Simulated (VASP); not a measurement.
# Cu (Fm-3m) in VASP: a series of runs

The runs below take Cu through single point, with PBE.

Program: VASP 6.6.1. These are calculated values, not measurements. Logs are shortened: lines on timing, memory, paths and dates and some standing lists are left out, and cuts for length are marked.

### Step 1. The cell of the first run

It takes space group Fm-3m (No. 225, cubic). The conventional cell has a = 3.554 Å, b = 3.554 Å, c = 3.554 Å, α = 90.00°, β = 90.00°, γ = 90.00°. Within 3.3 Å of Cu (site symmetry m-3m) lie 12 Cu at 2.51 Å.

### Step 2. Single point, PBE

Contents of INCAR:

```
PREC     = Accurate       # precision mode
ENCUT    = 520            # plane-wave cutoff, eV
EDIFF    = 1E-6           # SCF threshold, eV
ISMEAR   = 1              # smearing method
SIGMA    = 0.1            # smearing width, eV
LREAL    = False          # projectors in reciprocal space
LASPH    = True           # aspherical terms in the spheres
NELM     = 60             # most SCF steps
ALGO     = Normal         # electronic algorithm
ISIF     = 2              # what is computed and relaxed
LWAVE    = False          # write WAVECAR
LCHARG   = True           # write CHGCAR
GGA      = PE             # functional
LELF     = True           # ELF
LVHAR    = True         
NBANDS   = 12             # bands
```

Contents of KPOINTS:

```
regular mesh
0
Gamma
  14 14 14
```

Contents of POSCAR:

```
Cu
1.0
    0.0000000000      1.7768584873      1.7768584873
    1.7768584873      0.0000000000      1.7768584873
    1.7768584873      1.7768584873      0.0000000000
Cu
1
Direct
    0.0000000000      0.0000000000      0.0000000000
```

Potentials or basis: VASP PAW PBE potentials, release 64 (Cu).

Command:

```
cat potpaw_PBE.64/Cu/POTCAR > POTCAR
mpirun -np 1 vasp_std > vasp.out
```

OUTCAR:

```text
PREC = Accurate
   ENCUT = 520
   EDIFF = 1E-6
   ISMEAR = 1
   LREAL = False
   LASPH = True
   NELM = 60
   ISIF = 2
   GGA = PE

 ion  position               nearest neighbor table
   1  0.000  0.000  0.000-

  LATTYP: Found a face centered cubic cell.
 ALAT       =     3.5537169746

  Lattice vectors:

 A1 = (   0.0000000000,   1.7768584873,   1.7768584873)
 A2 = (   1.7768584873,   0.0000000000,   1.7768584873)
 A3 = (   1.7768584873,   1.7768584873,   0.0000000000)

Analysis of symmetry for initial positions (statically):
=====================================================================
 Subroutine PRICEL returns:
 Original cell was already a primitive cell.

 Routine SETGRP: Setting up the symmetry group for a
 face centered cubic supercell.

 Subroutine GETGRP returns: Found 48 space group operations
 (whereof 48 operations were pure point group operations)
 out of a pool of 48 trial point group operations.

The static configuration has the point symmetry O_h .

Analysis of symmetry for dynamics (positions and initial velocities):
=====================================================================
 Subroutine PRICEL returns:
 Original cell was already a primitive cell.

 Routine SETGRP: Setting up the symmetry group for a
 face centered cubic supercell.

 Subroutine GETGRP returns: Found 48 space group operations
 (whereof 48 operations were pure point group operations)
 out of a pool of 48 trial point group operations.

The dynamic configuration has the point symmetry O_h .

 Subroutine INISYM returns: Found 48 space group operations
 (whereof 48 operations are pure point group operations),
 and found     1 'primitive' translations

----------------------------------------------------------------------------------------

                                     Primitive cell

  volume of cell :      11.2199

  direct lattice vectors                    reciprocal lattice vectors
     0.000000000  1.776858487  1.776858487    -0.281395510  0.281395510  0.281395510
     1.776858487  0.000000000  1.776858487     0.281395510 -0.281395510  0.281395510
     1.776858487  1.776858487  0.000000000     0.281395510  0.281395510 -0.281395510

  length of vectors
     2.512857371  2.512857371  2.512857371     0.487391320  0.487391320  0.487391320

  position of ions in fractional coordinates (direct lattice)
     0.000000000  0.000000000  0.000000000

  ion indices of the primitive-cell ions
   primitive index   ion index
                 1           1

----------------------------------------------------------------------------------------

 KPOINTS: regular mesh

Automatic generation of k-mesh.
 Grid dimensions read from file:
 generate k-points for:   14   14   14

 Generating k-lattice:

  Cartesian coordinates                     Fractional coordinates (reciprocal lattice)
    -0.020099679  0.020099679  0.020099679     0.071428571  0.000000000  0.000000000
     0.020099679 -0.020099679  0.020099679     0.000000000  0.071428571  0.000000000
     0.020099679  0.020099679 -0.020099679     0.000000000  0.000000000  0.071428571

  Length of vectors
     0.034813666  0.034813666  0.034813666

  Shift w.r.t. Gamma in fractional coordinates (k-lattice)
     0.000000000  0.000000000  0.000000000

 Subroutine IBZKPT returns following result:
 ===========================================

 Found    104 irreducible k-points:

 Following reciprocal coordinates:
            Coordinates               Weight
  0.000000  0.000000  0.000000      1.000000
  0.071429  0.000000  0.000000      8.000000
  0.142857  0.000000  0.000000      8.000000
  0.214286  0.000000  0.000000      8.000000
  0.285714  0.000000  0.000000      8.000000
  0.357143  0.000000  0.000000      8.000000
[... 16 lines left out ...]
  0.214286  0.142857  0.000000     24.000000
  0.285714  0.142857  0.000000     24.000000
 [... further k-points ...]
   k-points           NKPTS =    104   k-points in BZ     NKDIM =    104   number of bands    NBANDS=     12
   number of dos      NEDOS =    301   number of ions     NIONS =      1
   total plane-waves  NPLWV =   8000
   dimension x,y,z NGX =    20 NGY =   20 NGZ =   20
   dimension x,y,z NGXF=    40 NGYF=   40 NGZF=   40
   ions per type =               1
   NGX,Y,Z   is equivalent  to a cutoff of  13.23, 13.23, 13.23 a.u.
   NGXF,Y,Z  is equivalent  to a cutoff of  26.46, 26.46, 26.46 a.u.
 SYSTEM =  unknown system
   PREC   = accura    normal or accurate (medium, high low for compatibility)
   ISTART =      0    job   : 0-new  1-cont  2-samecut
   ICHARG =      2    charge: 1-file 2-atom 10-const
   ISPIN  =      1    spin polarized calculation?
   LNONCOLLINEAR =      F non collinear calculations
   LSORBIT =      F    spin-orbit coupling
   LASPH  =      T    aspherical Exc in radial PAW
   ENCUT  =  520.0 eV  38.22 Ry    6.18 a.u.   4.67  4.67  4.67*2*pi/ulx,y,z
   NELM   =     60;   NELMIN=  2; NELMDL= -5     # of ELM steps
   EDIFF  = 0.1E-05   stopping-criterion for ELM
   LREAL  =      F    real-space projection
   EDIFFG = 0.1E-04   stopping-criterion for IOM
   NSW    =      0    number of steps for IOM
   IBRION =     -1    ionic relax: 0-MD 1-quasi-New 2-CG
   NFREE  =      0    steps in history (QN), initial steepest desc. (CG)
   ISIF   =      2    stress and relaxation
   ISYM   =      2    0-nonsym 1-usesym 2-fastsym
   POTIM  = 0.5000    time-step for ionic-motion
   TEBEG  =    0.0;   TEEND  =   0.0 temperature during run
   PSTRESS=    0.0 pullay stress
   NELECT =      11.0000    total number of electrons
   NUPDOWN=      -1.0000    fix difference up-down
   EMIN   =  10.00;   EMAX   =-10.00  energy-range for DOS
   EFERMI =   0.00;   METHOD = LEGACY
   ISMEAR =     1;   SIGMA  =   0.10  broadening in eV -4-tet -1-fermi 0-gaus
   EFERMI_NEDOS =   21; number of points for ismear=-14 and -15
   IALGO  =     38    algorithm
   IMIX   =      4    mixing-type and parameters
     AMIX     =   0.40;   BMIX     =  1.00
     AMIX_MAG =   1.60;   BMIX_MAG =  1.00
  volume/ion in A,a.u.               =      11.22        75.72
  Fermi-wavevector in a.u.,A,eV,Ry     =   1.626333  3.073324 35.986865  2.644960
  Thomas-Fermi vector in A             =   2.719310
   LORBIT       =      0    0 simple, 1 ext, 2 COOP (PROOUT), +10 PAW based schemes
   GGA     = PE    functional components
   LHFCALC =     F    Hartree Fock is set to
   AEXX    =    0.0000 exact exchange contribution
   IVDW    =     0    specifies the selected vdW correction
   LEPSILON=     F    determine dielectric tensor
   LRPA    =     F    only Hartree local field effects (RPA)
 non-spin polarized calculation
 Methfessel and Paxton  Order N= 1 SIGMA  =   0.10
  energy-cutoff  :      520.00
  volume of cell :       11.22
 maximum number of plane-waves:       311
   NGX =  9   NGY =  9   NGZ =  9

 number of electron      11.0000013 magnetization

 Free energy of the ion-electron system (eV)
  ---------------------------------------------------
  ext. energy  EPLUGINS =         0.00000000
  ---------------------------------------------------
  free energy    TOTEN  =        -3.70223449 eV

  energy without entropy =       -3.70223317  energy(sigma->0) =       -3.70223405

 E-fermi :   8.2192     XC(G=0): -13.0259

 val. band max:        8.1424480826   @ k =   0.5000   0.2857   0.1429
 cond. band min:       8.2679021435   @ k =   0.5000   0.2143   0.0714
 fundamental gap:      0.1254540609
 Fermi energy:         8.2192321527

 k-point     1 :       0.0000    0.0000    0.0000
  band No.  band energies     occupation
      1      -1.5099      2.00000
      2       5.0543      2.00000
      3       5.0543      2.00000
      4       5.0543      2.00000
      5       5.9450      2.00000
      6       5.9450      2.00000
      7      31.2423      0.00000
      8      34.2905      0.00000
      9      34.2905      0.00000
     10      34.2905      0.00000
     11      36.8365      0.00000
     12      36.8365      0.00000

 k-point     2 :       0.0714    0.0000    0.0000
  band No.  band energies     occupation
      1      -1.3173      2.00000
      2       5.0116      2.00000
      3       5.0917      2.00000
      4       5.0917      2.00000
      5       5.9302      2.00000
      6       5.9302      2.00000
      7      30.1557      0.00000
      8      32.4748      0.00000
      9      33.7380      0.00000
     10      33.7380      0.00000
     11      37.6456      0.00000
     12      37.6456      0.00000

 k-point     3 :       0.1429    0.0000    0.0000
  band No.  band energies     occupation
      1      -0.7509      2.00000
      2       4.9037      2.00000
      3       5.1773      2.00000
      4       5.1773      2.00000
      5       5.9112      2.00000
      6       5.9112      2.00000
      7      26.6774      0.00000
      8      31.9013      0.00000
      9      32.8699      0.00000
     10      32.8699      0.00000
     11      38.6302      0.00000
     12      39.0073      0.00000

 k-point     4 :       0.2143    0.0000    0.0000
  band No.  band energies     occupation
      1       0.1448      2.00000
      2       4.7940      2.00000
      3       5.2304      2.00000
      4       5.2304      2.00000
      5       5.9623      2.00000
      6       5.9623      2.00000
      7      22.9324      0.00000
      8      31.4644      0.00000
      9      32.1439      0.00000
     10      32.1439      0.00000
     11      38.4440      0.00000
     12      38.4441      0.00000

 k-point     5 :       0.2857    0.0000    0.0000
  band No.  band energies     occupation
      1       1.2489      2.00000
      2       4.8156      2.00000
      3       5.1933      2.00000
      4       5.1933      2.00000
      5       6.1270      2.00000
      6       6.1270      2.00000
      7      19.3846      0.00000
      8      30.8717      0.00000
      9      31.6247      0.00000
     10      31.6247      0.00000
     11      36.7544      0.00000
     12      36.7544      0.00000
[... 228 lines left out ...]
      1      -1.0000      2.00000
      2       4.9345      2.00000
      3       5.1465      2.00000
      4       5.1606      2.00000
      5       5.8569      2.00000
      6       5.9674      2.00000
      7      28.8801      0.00000
      8      30.0301      0.00000
      9      33.2895      0.00000
     10      35.0135      0.00000
     11      37.0868      0.00000
     12      37.4103      0.00000

 k-point    22 :       0.1429    0.1429    0.0000
  band No.  band energies     occupation
      1      -0.5020      2.00000
      2       4.7551      2.00000
      3       5.3023      2.00000
      4       5.3023      2.00000
      5       5.6852      2.00000
      6       6.0546      2.00000
      7      29.2650      0.00000
      8      29.5670      0.00000
      9      29.5670      0.00000
     10      31.3455      0.00000
     11      36.3527      0.00000
     12      40.9876      0.00000

 k-point    23 :       0.2143    0.1429    0.0000
  band No.  band energies     occupation
      1       0.1557      2.00000
      2       4.6119      2.00000
      3       5.3569      2.00000
      4       5.4158      2.00000
      5       5.6757      2.00000
      6       6.1190      2.00000
      7      25.9030      0.00000
      8      28.4149      0.00000
      9      29.4925      0.00000
     10      31.5755      0.00000
     11      34.6788      0.00000
     12      41.0087      0.00000

 k-point    24 :       0.2857    0.1429    0.0000
  band No.  band energies     occupation
      1       1.0944      2.00000
      2       4.4940      2.00000
      3       5.2135      2.00000
      4       5.4595      2.00000
      5       5.9692      2.00000
      6       6.2447      2.00000
      7      22.2293      0.00000
      8      27.6205      0.00000
      9      28.8468      0.00000
     10      30.9350      0.00000
     11      35.6627      0.00000
     12      40.3154      0.00000

 [... further k-points ...]

------------------------ aborting loop because EDIFF is reached ----------------------------------------

  FORCE on cell =-STRESS in cart. coord.  units (eV):
  Direction    XX          YY          ZZ          XY          YZ          ZX
  --------------------------------------------------------------------------------------
  -------------------------------------------------------------------------------------
  Total        0.7804988      0.7804988      0.7804988      0.0000000      0.0000000      0.0000000
  in kB      111.4536535    111.4536535    111.4536535      0.0000000      0.0000000      0.0000000
  external PRESSURE =     111.4536535 kB  Pullay stress =       0.0000000 kB

 VOLUME and BASIS-vectors are now :
 -----------------------------------------------------------------------------
  energy-cutoff  :      520.00
  volume of cell :       11.22
      direct lattice vectors                 reciprocal lattice vectors
     0.000000000  1.776858487  1.776858487    -0.281395510  0.281395510  0.281395510
     1.776858487  0.000000000  1.776858487     0.281395510 -0.281395510  0.281395510
     1.776858487  1.776858487  0.000000000     0.281395510  0.281395510 -0.281395510

 POSITION                                       TOTAL-FORCE (eV/Angst)
 -----------------------------------------------------------------------------------
      0.00000      0.00000      0.00000         0.000000     -0.000000      0.000000
 -----------------------------------------------------------------------------------
    total drift:                                0.000000      0.000000      0.000000

  FREE ENERGIE OF THE ION-ELECTRON SYSTEM (eV)
  ---------------------------------------------------
  free  energy   TOTEN  =        -3.7022344898 eV

  energy  without entropy=       -3.7022331744  energy(sigma->0) =       -3.70223405
```

It took 12 s on 1 thread of Intel Xeon Platinum 8259CL at 2.50GHz (Skylake/Cascade Lake), shared host; peak memory 0.13 GiB.

Results:

* Free energy: -3.7022 eV
* Pressure: 11.1 GPa

### Step 3. Single point, PBE

This run uses another cell than the first one, of 11.57 Å³/atom, 1.032 times its volume.

Contents of INCAR:

```
ALGO = Normal ; EDIFF = 1E-7
ENCUT = 520 ; GGA = PE
ISIF = 2 ; ISMEAR = 1
LASPH = True ; LCHARG = False
LREAL = False ; LWAVE = False
NBANDS = 12 ; NELM = 60
PREC = Accurate ; SIGMA = 0.1
```

Contents of KPOINTS:

```
k-points
0
Gamma
  14 14 14
```

Contents of POSCAR:

```
Cu
1.0
    0.0000000000      1.7953687620      1.7953687620
    1.7953687620      0.0000000000      1.7953687620
    1.7953687620      1.7953687620      0.0000000000
Cu
1
Direct
    0.0000000000      0.0000000000      0.0000000000
```

Potentials or basis: VASP PAW PBE potentials, release 64 (Cu).

Command:

```
cat potpaw_PBE.64/Cu/POTCAR > POTCAR
mpirun -np 1 vasp_std > vasp.out
```

Run time: 12 s. Hardware: 1 thread of Intel Xeon Platinum 8259CL at 2.50GHz (Skylake/Cascade Lake), shared host; peak memory 0.13 GiB.

The run converged. Its results:

```
Free energy : -3.7207 eV
Pressure    : 5.6 GPa
```

Levels at points of the mesh, in eV from the Fermi level:
| k point | band 3 | band 4 | band 5 | band 6 | band 7 | band 8 | band 9 | band 10 |
| --- | --- | --- | --- | --- | --- | --- | --- | --- |
| (0.00, 0.00, 0.00) | -3.05 | -3.05 | -2.20 | -2.20 | 22.79 | 25.59 | 25.59 | 25.59 |
| (0.50, 0.00, 0.00) | -3.09 | -1.62 | -1.62 | -1.03 | 3.89 | 21.27 | 22.42 | 22.42 |
| (0.50, 0.50, 0.00) | -1.64 | -1.47 | -1.47 | 1.52 | 7.29 | 13.27 | 13.27 | 17.82 |

### Step 4. Single point, PBE

This run uses another cell than the first one, of 11.93 Å³/atom, 1.063 times its volume.

Contents of INCAR:

```
SYSTEM = Cu
ALGO = Normal ; EDIFF = 1E-7
ENCUT = 520 ; GGA = PE
ISIF = 2 ; ISMEAR = 1
LASPH = .TRUE. ; LCHARG = .FALSE.
LREAL = .FALSE. ; LWAVE = .FALSE.
NBANDS = 12 ; NELM = 100
PREC = Accurate ; SIGMA = 0.1
```

Contents of KPOINTS:

```
k-points
0
G
  14 14 14
  0 0 0
```

Contents of POSCAR:

```
Cu
1.0
    0.0000000000      1.8135050275      1.8135050275
    1.8135050275      0.0000000000      1.8135050275
    1.8135050275      1.8135050275      0.0000000000
Cu
1
Direct
    0.0000000000      0.0000000000      0.0000000000
```

Command:

```
cat potpaw_PBE.64/Cu/POTCAR > POTCAR
mpirun -np 1 vasp_std > vasp.out
```

It took 12 s on 1 thread of Intel Xeon Platinum 8259CL at 2.50GHz (Skylake/Cascade Lake), shared host; peak memory 0.13 GiB.

Results (log left out):

| Quantity | Value |
| --- | --- |
| Free energy | -3.7279 eV |
| Pressure | 0.9 GPa |

Levels at points of the mesh, in eV from the Fermi level:
```tsv
k point	band 3	band 4	band 5	band 6	band 7	band 8	band 9	band 10
(0.00, 0.00, 0.00)	-2.95	-2.95	-2.14	-2.14	22.56	25.13	25.13	25.13
(0.50, 0.00, 0.00)	-2.98	-1.58	-1.58	-0.93	3.75	21.06	21.96	21.96
(0.50, 0.50, 0.00)	-1.60	-1.44	-1.44	1.55	7.09	13.05	13.05	17.52
```

(Continued in part 2 of 2.)
